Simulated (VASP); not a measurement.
ZrTaS3, 5 atoms in the cell. It takes space group P4/mmm (No. 123, tetragonal). The conventional cell has a = 4.743 Å, b = 4.743 Å, c = 4.641 Å, α = 90.00°, β = 90.00°, γ = 90.00°. Within 4.4 Å of Zr (site symmetry 4/mmm) lie 12 S at 3.32 to 3.35 Å and 8 Ta at 4.08 Å. Within 3.1 Å of Ta (site symmetry 4/mmm) lie 6 S at 2.32 to 2.37 Å. Within 3.1 Å of S (site symmetry 4/mmm) lie 2 Ta at 2.32 Å. S (site symmetry mmm) has 2 Ta at 2.37 Å within 3.1 Å. The cell was generated, and may not be a known phase.

| Quantity | Value |
| --- | --- |
| Program | VASP 6.6.1 |
| Task | single point |
| Functional | PBE |
| Potentials or basis | VASP PAW PBE potentials, release 64 (Zr_sv, Ta_pv, S) |
| Cutoff | 520 eV |
| k mesh | 6 × 6 × 2 |
| Occupations | gaussian, width 0.1 eV |
| Spin | no spin polarisation |
| Dipole correction | no |
| Further INCAR settings | ALGO = Normal; EDIFF = 1e-06; NBANDS = 28 |

Potentials or basis: VASP PAW PBE potentials, release 64 (Zr_sv, Ta_pv, S).

Run with:

```console
$ cat potpaw_PBE.64/Zr_sv/POTCAR potpaw_PBE.64/Ta_pv/POTCAR potpaw_PBE.64/S/POTCAR > POTCAR
$ mpirun -np 1 vasp_std > vasp.out
```

Hardware: 1 thread of Intel Xeon 8259CL, on a shared host.

How long does it take, and how much memory?

Run time: 110 s on 1 thread of Intel Xeon 8259CL, on a shared host, peak memory 0.24 GiB. Counts: scf iterations 15, k points 20.
